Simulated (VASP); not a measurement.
Write the native input for VASP 6.6.1 that does the following.

- Task: single point
- Functional: PBE
- Potentials or basis: VASP PAW PBE potentials, release 64 (Li_sv, F)
- Cutoff: 520 eV
- k mesh: 10 × 10 × 10
- Occupations: gaussian, width 0.05 eV
- Spin: no spin polarisation
- Dipole correction: no
- Further INCAR settings: ALGO = Normal; EDIFF = 1e-07; NBANDS = 12

The structure of LiF lies in POSCAR:

```
LiF
1.0
    2.5595330000      0.0000000000      0.0000000000
    0.0000000000      2.5595330000      0.0000000000
    0.0000000000      0.0000000000      2.5595330000
Li F
1 1
Direct
    0.0000000000      0.0000000000      0.0000000000
    0.4943607851      0.4943607851      0.4943607851
```

This cell differs from its parent crystal: all F atoms moved +0.025 Å, as atom 2 towards its neighbour atom 1 (Li) at 2.217 Å.

These files were run (other wordings do the same):

INCAR

```
SYSTEM = LiF
ALGO     = Normal         ! electronic algorithm
EDIFF    = 1E-7           ! SCF threshold, eV
ENCUT    = 520            ! plane-wave cutoff, eV
GGA      = PE             ! functional
ISIF     = 2              ! what is computed and relaxed
ISMEAR   = 0              ! smearing method
LASPH    = .True.         ! aspherical terms in the spheres
LCHARG   = .True.         ! write CHGCAR
LELF     = .True.         ! ELF
LREAL    = .False.        ! projectors in reciprocal space
LVHAR    = .True.       
LWAVE    = .False.        ! write WAVECAR
NBANDS   = 12             ! bands
NELM     = 60             ! most SCF steps
PREC     = Accurate       ! precision mode
SIGMA    = 0.05           ! smearing width, eV
```

KPOINTS

```
k-points
0
Gamma
  10 10 10
  0 0 0
```

Potentials or basis: VASP PAW PBE potentials, release 64 (Li_sv, F).

Run with:

```console
$ cat potpaw_PBE.64/Li_sv/POTCAR potpaw_PBE.64/F/POTCAR > POTCAR
$ mpirun -np 1 vasp_std > vasp.out
```

It gave:

```yaml
Largest_force: 0.009 eV/Å
Band_gap_on_the_k_mesh: 7.51 eV, indirect (least direct gap 8.18 eV)
```

Caveat: the cell differs from its parent crystal (all F atoms moved +0.025 Å, as atom 2 towards its neighbour atom 1 (Li) at 2.217 Å).

Run time: 9.2 s on 1 thread of Intel(R) Xeon(R) 6975P-C (Granite Rapids) (shared host), peak memory 0.13 GiB.
